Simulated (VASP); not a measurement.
A run of VASP 6.6.1 is set up as follows.

The input POSCAR:

```
ZrB
1.0
    0.0000000000      2.3250000000      2.3250000000
    2.3250000000      0.0000000000      2.3250000000
    2.3250000000      2.3250000000      0.0000000000
Zr B
1 1
Direct
    0.0000000000      0.0000000000      0.0000000000
    0.5000000000      0.5000000000      0.5000000000
```

File INCAR.step1:

```
SYSTEM = ZrB
  PREC = Accurate
  ENCUT = 520
  EDIFF = 1E-5
  ISMEAR = -1
  SIGMA = 0.05
  LREAL = .FALSE.
  LASPH = .TRUE.
  NELM = 60
  ALGO = Normal
  ISIF = 2
  LWAVE = .TRUE.
  GGA = PE
  NBANDS = 14
```

Contents of INCAR.step2:

```
SYSTEM = ZrB
  PREC = Accurate
  ENCUT = 520
  EDIFF = 1E-6
  ISMEAR = -1
  SIGMA = 0.05
  LREAL = .FALSE.
  LASPH = .TRUE.
  NELM = 60
  ALGO = Normal
  ISIF = 2
  LWAVE = .FALSE.
  LCHARG = .TRUE.
  GGA = PE
  LHFCALC = .TRUE.
  AEXX = 0.25
  PRECFOCK = Normal
  LELF = .TRUE.
  LVHAR = .TRUE.
  ISTART = 1
  NBANDS = 14
```

Contents of KPOINTS:

```
Automatic mesh
0
G
  5 5 5
  0 0 0
```

Potentials or basis: VASP PAW PBE potentials, release 64 (Zr_sv, B).

The run is started by

```console
$ cat potpaw_PBE.64/Zr_sv/POTCAR potpaw_PBE.64/B/POTCAR > POTCAR
$ cp INCAR.step1 INCAR
$ mpirun -np 1 vasp_std > vasp.out
$ cp INCAR.step2 INCAR
$ mpirun -np 1 vasp_std > vasp.out
```

What does it give for the band gap on the k mesh?

Zero (an odd number of electrons rules out a gap without spin polarisation).

Estimate the pressure.

34.7 GPa.

Caveat: the k points lie up to 0.47 Å⁻¹ apart, too coarse for converged energies and pressures of a metal; the PAW data sets were made with another functional, which shifts forces and pressure a little.
